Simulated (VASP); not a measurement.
Crystal: Pt.

```
CELL_PARAMETERS angstrom
2.81481 0.00000 0.00000
-1.40741 2.43770 0.00000
0.00000 0.00000 4.88612
ATOMIC_POSITIONS crystal
Pt 0.33333 0.66667 0.25000
Pt 0.66667 0.33333 0.75000
```

This cell differs from its parent crystal: volume scaled by 1.06.

Base run:

| Property | Result |
| --- | --- |
| Program | VASP 6.6.1 |
| Functional | PBEsol |
| Potentials or basis | VASP PAW PBE potentials, release 64 (Pt) |
| Cutoff | 520 eV |
| k mesh | 11 × 11 × 6 |
| Occupations | fermi-dirac, width 0.05 eV |
| Spin | no spin polarisation |

Its results: band gap on the k mesh zero (band 10 reaches 9.50 eV, above the bottom of band 11 at 8.44 eV); pressure -21.9 GPa.

Task: The run is repeated on the same cell with these changes: functional from PBEsol to r2SCAN. What comes out?

Result: Band gap on the k mesh zero (band 10 reaches 9.43 eV, above the bottom of band 11 at 8.28 eV); pressure -17.3 GPa.

Caveats: the PAW data sets were made with another functional, which shifts forces and pressure a little; spin-orbit coupling is left out, which moves the levels of the heavy elements.
